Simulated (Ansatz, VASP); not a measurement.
ZrS: VASP beside Ansatz

```xyz
2
Lattice="0.0000 2.5831 2.5831 2.5831 0.0000 2.5831 2.5831 2.5831 0.0000" Properties=species:S:1:pos:R:3 pbc="T T T"
Zr    0.0000   -0.3000    0.0000
S     2.5831    2.5831    2.5831
```

Alike in both runs: task single point; functional PBEsol; k mesh 20 × 20 × 20; occupations gaussian, width 0.15 eV; no spin polarisation.

|  | VASP | Ansatz |
| --- | --- | --- |
| version | VASP 6.6.1 | Ansatz 0.2.0 |
| potentials or method | VASP PAW PBE potentials, release 64 (Zr_sv, S), cutoff 520 eV | scalar-relativistic, plane waves, PAW |
| valence electrons in the cell | 18 | 18 |

VASP gave:

* gap on the k mesh at the Fermi level (eV): none
* pressure (GPa): 6.8
* traceless stress, the component that is largest in VASP (GPa): 16.19
* rms of the force components (eV/Å): 1.673

Question: What did Ansatz give for the same quantities?

Answer: gap on the k mesh at the Fermi level (eV): none; pressure (GPa): 6.6; traceless stress, the component that is largest in VASP (GPa): 16.11; rms of the force components (eV/Å): 1.660.

VASP's potentials were made for PBE, not for PBEsol. Atom by atom the forces differ by 0.013 eV/Å (rms over components). A gap of «none» marks a metal or a gap that the smearing closes. The functional is the same, so the differences come from potentials, cutoffs and numerics.
